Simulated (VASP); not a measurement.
# Be (Fm-3m) in VASP: further runs

Be is run at these levels: PBEsol; tasks: single point.

Program: VASP 6.6.1. These are calculated values, not measurements. Logs are shortened: lines on timing, memory, paths and dates and some standing lists are left out, and cuts for length are marked.

## Step 1: The cell of the first run

Symmetry: Fm-3m, No. 225, cubic system. Conventional cell: a = 2.792 Å, b = 2.792 Å, c = 2.792 Å, α = 90.00°, β = 90.00°, γ = 90.00°. Be (site symmetry m-3m) has 12 Be at 1.97 Å within 2.6 Å.

## Step 2: Single point, PBEsol

Contents of INCAR:

```
PREC     = Accurate       # precision mode
ENCUT    = 520            # plane-wave cutoff, eV
EDIFF    = 1E-7           # SCF threshold, eV
ISMEAR   = -1             # smearing method
SIGMA    = 0.1            # smearing width, eV
LREAL    = F              # projectors in reciprocal space
LASPH    = T              # aspherical terms in the spheres
NELM     = 60             # most SCF steps
ALGO     = Normal         # electronic algorithm
ISIF     = 2              # what is computed and relaxed
LWAVE    = F              # write WAVECAR
LCHARG   = F              # write CHGCAR
GGA      = PS             # functional
NBANDS   = 7              # bands
```

Contents of KPOINTS:

```
Automatic mesh
0
Gamma
  23 23 23
```

Contents of POSCAR:

```
Be
1.0
    0.0000000000      1.3962206096      1.3962206096
    1.3962206096      0.0000000000      1.3962206096
    1.3962206096      1.3962206096      0.0000000000
Be
1
Direct
    0.0000000000      0.0000000000      0.0000000000
```

Potentials or basis: VASP PAW PBE potentials, release 64 (Be).

Run with:

```bash
$ cat potpaw_PBE.64/Be/POTCAR > POTCAR
$ mpirun -np 1 vasp_std > vasp.out
```

OUTCAR:

```text
PREC = Accurate
   ENCUT = 520
   EDIFF = 1E-7
   ISMEAR = -1
   LREAL = F
   LASPH = T
   NELM = 60
   ISIF = 2
   GGA = PS

 ion  position               nearest neighbor table
   1  0.000  0.000  0.000-

  LATTYP: Found a face centered cubic cell.
 ALAT       =     2.7924412192

  Lattice vectors:

 A1 = (   0.0000000000,   1.3962206096,   1.3962206096)
 A2 = (   1.3962206096,   0.0000000000,   1.3962206096)
 A3 = (   1.3962206096,   1.3962206096,   0.0000000000)

Analysis of symmetry for initial positions (statically):
=====================================================================
 Subroutine PRICEL returns:
 Original cell was already a primitive cell.

 Routine SETGRP: Setting up the symmetry group for a
 face centered cubic supercell.

 Subroutine GETGRP returns: Found 48 space group operations
 (whereof 48 operations were pure point group operations)
 out of a pool of 48 trial point group operations.

The static configuration has the point symmetry O_h .

Analysis of symmetry for dynamics (positions and initial velocities):
=====================================================================
 Subroutine PRICEL returns:
 Original cell was already a primitive cell.

 Routine SETGRP: Setting up the symmetry group for a
 face centered cubic supercell.

 Subroutine GETGRP returns: Found 48 space group operations
 (whereof 48 operations were pure point group operations)
 out of a pool of 48 trial point group operations.

The dynamic configuration has the point symmetry O_h .

 Subroutine INISYM returns: Found 48 space group operations
 (whereof 48 operations are pure point group operations),
 and found     1 'primitive' translations

----------------------------------------------------------------------------------------

                                     Primitive cell

  volume of cell :       5.4437

  direct lattice vectors                    reciprocal lattice vectors
     0.000000000  1.396220610  1.396220610    -0.358109597  0.358109597  0.358109597
     1.396220610  0.000000000  1.396220610     0.358109597 -0.358109597  0.358109597
     1.396220610  1.396220610  0.000000000     0.358109597  0.358109597 -0.358109597

  length of vectors
     1.974554122  1.974554122  1.974554122     0.620264017  0.620264017  0.620264017

  position of ions in fractional coordinates (direct lattice)
     0.000000000  0.000000000  0.000000000

  ion indices of the primitive-cell ions
   primitive index   ion index
                 1           1

----------------------------------------------------------------------------------------

 KPOINTS: Automatic mesh

Automatic generation of k-mesh.
 Grid dimensions read from file:
 generate k-points for:   23   23   23

 Generating k-lattice:

  Cartesian coordinates                     Fractional coordinates (reciprocal lattice)
    -0.015569982  0.015569982  0.015569982     0.043478261  0.000000000  0.000000000
     0.015569982 -0.015569982  0.015569982     0.000000000  0.043478261  0.000000000
     0.015569982  0.015569982 -0.015569982     0.000000000  0.000000000  0.043478261

  Length of vectors
     0.026968001  0.026968001  0.026968001

  Shift w.r.t. Gamma in fractional coordinates (k-lattice)
     0.000000000  0.000000000  0.000000000

 Subroutine IBZKPT returns following result:
 ===========================================

 Found    364 irreducible k-points:

 Following reciprocal coordinates:
            Coordinates               Weight
  0.000000  0.000000  0.000000      1.000000
  0.043478  0.000000  0.000000      8.000000
  0.086957  0.000000  0.000000      8.000000
  0.130435  0.000000  0.000000      8.000000
  0.173913  0.000000  0.000000      8.000000
  0.217391  0.000000  0.000000      8.000000
[... 16 lines left out ...]
  0.478261  0.043478  0.000000     24.000000
 -0.478261  0.043478  0.000000     24.000000
 [... further k-points ...]
   k-points           NKPTS =    364   k-points in BZ     NKDIM =    364   number of bands    NBANDS=      7
   number of dos      NEDOS =    301   number of ions     NIONS =      1
   total plane-waves  NPLWV =   4096
   dimension x,y,z NGX =    16 NGY =   16 NGZ =   16
   dimension x,y,z NGXF=    32 NGYF=   32 NGZF=   32
   ions per type =               1
   NGX,Y,Z   is equivalent  to a cutoff of  13.47, 13.47, 13.47 a.u.
   NGXF,Y,Z  is equivalent  to a cutoff of  26.94, 26.94, 26.94 a.u.
 SYSTEM =  unknown system
   PREC   = accura    normal or accurate (medium, high low for compatibility)
   ISTART =      0    job   : 0-new  1-cont  2-samecut
   ICHARG =      2    charge: 1-file 2-atom 10-const
   ISPIN  =      1    spin polarized calculation?
   LNONCOLLINEAR =      F non collinear calculations
   LSORBIT =      F    spin-orbit coupling
   LASPH  =      T    aspherical Exc in radial PAW
   ENCUT  =  520.0 eV  38.22 Ry    6.18 a.u.   3.67  3.67  3.67*2*pi/ulx,y,z
   NELM   =     60;   NELMIN=  2; NELMDL= -5     # of ELM steps
   EDIFF  = 0.1E-06   stopping-criterion for ELM
   LREAL  =      F    real-space projection
   EDIFFG = 0.1E-05   stopping-criterion for IOM
   NSW    =      0    number of steps for IOM
   IBRION =     -1    ionic relax: 0-MD 1-quasi-New 2-CG
   NFREE  =      0    steps in history (QN), initial steepest desc. (CG)
   ISIF   =      2    stress and relaxation
   ISYM   =      2    0-nonsym 1-usesym 2-fastsym
   POTIM  = 0.5000    time-step for ionic-motion
   TEBEG  =    0.0;   TEEND  =   0.0 temperature during run
   PSTRESS=    0.0 pullay stress
   NELECT =       2.0000    total number of electrons
   NUPDOWN=      -1.0000    fix difference up-down
   EMIN   =  10.00;   EMAX   =-10.00  energy-range for DOS
   EFERMI =   0.00;   METHOD = LEGACY
   ISMEAR =    -1;   SIGMA  =   0.10  broadening in eV -4-tet -1-fermi 0-gaus
   EFERMI_NEDOS =   21; number of points for ismear=-14 and -15
   IALGO  =     38    algorithm
   IMIX   =      4    mixing-type and parameters
     AMIX     =   0.40;   BMIX     =  1.00
     AMIX_MAG =   1.60;   BMIX_MAG =  1.00
  volume/ion in A,a.u.               =       5.44        36.74
  Fermi-wavevector in a.u.,A,eV,Ry     =   1.172521  2.215744 18.705378  1.374806
  Thomas-Fermi vector in A             =   2.308949
   LORBIT       =      0    0 simple, 1 ext, 2 COOP (PROOUT), +10 PAW based schemes
   GGA     = PS    functional components
   LHFCALC =     F    Hartree Fock is set to
   AEXX    =    0.0000 exact exchange contribution
   IVDW    =     0    specifies the selected vdW correction
   LEPSILON=     F    determine dielectric tensor
   LRPA    =     F    only Hartree local field effects (RPA)
 non-spin polarized calculation
  energy-cutoff  :      520.00
  volume of cell :        5.44
 maximum number of plane-waves:       153
   NGX =  7   NGY =  7   NGZ =  7

 number of electron       2.0000000 magnetization

 Free energy of the ion-electron system (eV)
  ---------------------------------------------------
  ext. energy  EPLUGINS =         0.00000000
  ---------------------------------------------------
  free energy    TOTEN  =        -3.45766218 eV

  energy without entropy =       -3.45649854  energy(sigma->0) =       -3.45708036

 E-fermi :  11.0689     XC(G=0): -11.9064

 val. band max:       11.0221899312   @ k =  -0.3478   0.3478   0.0000
 cond. band min:      11.0689981906   @ k =  -0.3478   0.3913   0.0435
 fundamental gap:      0.0468082594
 Fermi energy:        11.0688762611

 k-point     1 :       0.0000    0.0000    0.0000
  band No.  band energies     occupation
      1      -2.9121      2.00000
      2      37.1203      0.00000
      3      37.1203      0.00000
      4      37.1203      0.00000
      5      47.9436      0.00000
      6      47.9436      0.00000
      7      47.9436      0.00000

 k-point     2 :       0.0435    0.0000    0.0000
  band No.  band energies     occupation
      1      -2.8435      2.00000
      2      36.3689      0.00000
      3      36.9538      0.00000
      4      36.9538      0.00000
      5      46.8175      0.00000
      6      48.2488      0.00000
      7      48.2488      0.00000

 k-point     3 :       0.0870    0.0000    0.0000
  band No.  band energies     occupation
      1      -2.6374      2.00000
      2      34.3390      0.00000
      3      36.5157      0.00000
      4      36.5157      0.00000
      5      46.0286      0.00000
      6      49.0602      0.00000
      7      49.0602      0.00000

 k-point     4 :       0.1304    0.0000    0.0000
  band No.  band energies     occupation
      1      -2.2936      2.00000
      2      31.5872      0.00000
      3      35.9330      0.00000
      4      35.9330      0.00000
      5      46.0483      0.00000
      6      50.0533      0.00000
      7      50.0533      0.00000

 k-point     5 :       0.1739    0.0000    0.0000
  band No.  band energies     occupation
      1      -1.8118      2.00000
      2      28.5835      0.00000
      3      35.3179      0.00000
      4      35.3179      0.00000
      5      46.5708      0.00000
      6      50.5420      0.00000
      7      50.5420      0.00000
[... 161 lines left out ...]
 k-point    22 :       0.4348    0.0435    0.0000
  band No.  band energies     occupation
      1       3.1355      2.00000
      2      14.1669      0.00000
      3      32.4284      0.00000
      4      33.4387      0.00000
      5      42.3471      0.00000
      6      45.7232      0.00000
      7      48.8867      0.00000

 k-point    23 :       0.4783    0.0435    0.0000
  band No.  band energies     occupation
      1       3.8940      2.00000
      2      12.8970      0.00000
      3      32.5886      0.00000
      4      33.0475      0.00000
      5      42.1820      0.00000
      6      45.0362      0.00000
      7      48.6359      0.00000

 k-point    24 :      -0.4783    0.0435    0.0000
  band No.  band energies     occupation
      1       4.1214      2.00000
      2      12.5408      0.00000
      3      32.7181      0.00000
      4      32.8489      0.00000
      5      42.3155      0.00000
      6      44.6387      0.00000
      7      48.6319      0.00000

 [... further k-points ...]
[... 5 lines left out ...]
  --------------------------------------------------------------------------------------
  -------------------------------------------------------------------------------------
  Total        2.7650545      2.7650545      2.7650545     -0.0000000     -0.0000000     -0.0000000
  in kB      813.8083585    813.8083585    813.8083585     -0.0000000     -0.0000000     -0.0000000
  external PRESSURE =     813.8083585 kB  Pullay stress =       0.0000000 kB

 VOLUME and BASIS-vectors are now :
 -----------------------------------------------------------------------------
  energy-cutoff  :      520.00
  volume of cell :        5.44
      direct lattice vectors                 reciprocal lattice vectors
     0.000000000  1.396220610  1.396220610    -0.358109597  0.358109597  0.358109597
     1.396220610  0.000000000  1.396220610     0.358109597 -0.358109597  0.358109597
     1.396220610  1.396220610  0.000000000     0.358109597  0.358109597 -0.358109597

 POSITION                                       TOTAL-FORCE (eV/Angst)
 -----------------------------------------------------------------------------------
      0.00000      0.00000      0.00000         0.000000      0.000000      0.000000
 -----------------------------------------------------------------------------------
    total drift:                                0.000000     -0.000000      0.000000

  FREE ENERGIE OF THE ION-ELECTRON SYSTEM (eV)
  ---------------------------------------------------
  free  energy   TOTEN  =        -3.4576621799 eV

  energy  without entropy=       -3.4564985353  energy(sigma->0) =       -3.45708036
```

Run time: 5.9 s. Hardware: 1 thread of Intel Xeon 6975P-C, shared host; peak memory 0.12 GiB.

What came out:

| Property | Result |
| --- | --- |
| Free energy | -3.4577 eV |
| Pressure | 81.4 GPa |
| Band gap on the k mesh | zero (band 1 reaches 11.87 eV, above the bottom of band 2 at 11.02 eV) |

Levels at points of the mesh, in eV from the Fermi level:
```tsv
k point	band 1	band 2	band 3	band 4
(0.00, 0.00, 0.00)	-13.98	26.05	26.05	26.05
```

Caveat: the PAW data sets were made with another functional, which shifts forces and pressure a little.

## Step 3: Single point, PBEsol

This run uses another cell than the first one, of 7.80 Å³/atom, 1.434 times its volume.

Contents of INCAR:

```
ALGO     = Normal         # electronic algorithm
EDIFF    = 1E-7           # SCF threshold, eV
ENCUT    = 520            # plane-wave cutoff, eV
GGA      = PS             # functional
ISIF     = 2              # what is computed and relaxed
ISMEAR   = -1             # smearing method
LASPH    = True           # aspherical terms in the spheres
LCHARG   = False          # write CHGCAR
LREAL    = False          # projectors in reciprocal space
LWAVE    = False          # write WAVECAR
NBANDS   = 7              # bands
NELM     = 60             # most SCF steps
PREC     = Accurate       # precision mode
SIGMA    = 0.1            # smearing width, eV
```

Contents of KPOINTS:

```
k-points
0
Gamma
  22 22 22
```

Contents of POSCAR:

```
Be
1.0
    0.0000000000      1.5743073043      1.5743073043
    1.5743073043      0.0000000000      1.5743073043
    1.5743073043      1.5743073043      0.0000000000
Be
1
Direct
    0.0000000000      0.0000000000      0.0000000000
```

Potentials or basis: VASP PAW PBE potentials, release 64 (Be).

Run with:

```bash
$ cat potpaw_PBE.64/Be/POTCAR > POTCAR
$ mpirun -np 1 vasp_std > vasp.out
```

OUTCAR:

```text
EDIFF = 1E-7
   ENCUT = 520
   GGA = PS
   ISIF = 2
   ISMEAR = -1
   LASPH = True
   LREAL = False
   NELM = 60
   PREC = Accurate

 ion  position               nearest neighbor table
   1  0.000  0.000  0.000-

  LATTYP: Found a face centered cubic cell.
 ALAT       =     3.1486146086

  Lattice vectors:

 A1 = (   0.0000000000,   1.5743073043,   1.5743073043)
 A2 = (   1.5743073043,   0.0000000000,   1.5743073043)
 A3 = (   1.5743073043,   1.5743073043,   0.0000000000)

Analysis of symmetry for initial positions (statically):
[... 411 lines left out ...]
      2       7.9575      0.06473
      3      23.7853      0.00000
      4      24.1576      0.00000
      5      32.6557      0.00000
      6      34.3348      0.00000
      7      37.8066      0.00000

 [... further k-points ...]
[... 5 lines left out ...]
  --------------------------------------------------------------------------------------
  -------------------------------------------------------------------------------------
  Total        0.0177555      0.0177555      0.0177555      0.0000000     -0.0000000     -0.0000000
  in kB        3.6453962      3.6453962      3.6453962      0.0000000     -0.0000000     -0.0000000
  external PRESSURE =       3.6453962 kB  Pullay stress =       0.0000000 kB

 VOLUME and BASIS-vectors are now :
 -----------------------------------------------------------------------------
  energy-cutoff  :      520.00
  volume of cell :        7.80
      direct lattice vectors                 reciprocal lattice vectors
     0.000000000  1.574307304  1.574307304    -0.317600000  0.317600000  0.317600000
     1.574307304  0.000000000  1.574307304     0.317600000 -0.317600000  0.317600000
     1.574307304  1.574307304  0.000000000     0.317600000  0.317600000 -0.317600000

 POSITION                                       TOTAL-FORCE (eV/Angst)
 -----------------------------------------------------------------------------------
      0.00000      0.00000      0.00000         0.000000      0.000000      0.000000
 -----------------------------------------------------------------------------------
    total drift:                                0.000000     -0.000000     -0.000000

  FREE ENERGIE OF THE ION-ELECTRON SYSTEM (eV)
  ---------------------------------------------------
  free  energy   TOTEN  =        -3.9210779044 eV

  energy  without entropy=       -3.9181462974  energy(sigma->0) =       -3.91961210
```

stdout:

```text
POSCAR found type information on POSCAR Be
 POSCAR found :  1 types and       1 ions
 scaLAPACK will be used
 -----------------------------------------------------------------------------
|                                                                             |
|                                                                             |
|     You enforced a specific xc type in the INCAR file but a different       |
|     I HOPE YOU KNOW WHAT YOU ARE DOING!                                     |
|                                                                             |
 -----------------------------------------------------------------------------

 LDA part: xc-table for (Slater+PW92), standard interpolation
 POSCAR, INCAR and KPOINTS ok, starting setup
 FFT: planning ... GRIDC
 FFT: planning ... GRID_SOFT
 FFT: planning ... GRID
 WAVECAR not read
 entering main loop
```

It took 13 s on 1 thread of Intel Xeon 6975P-C, shared host; peak memory 0.12 GiB.

Results:

* Free energy: -3.9211 eV
* Pressure: 0.4 GPa
* Band gap on the k mesh: zero (band 1 reaches 8.05 eV, above the bottom of band 2 at 7.35 eV)

Caveat: the PAW data sets were made with another functional, which shifts forces and pressure a little.
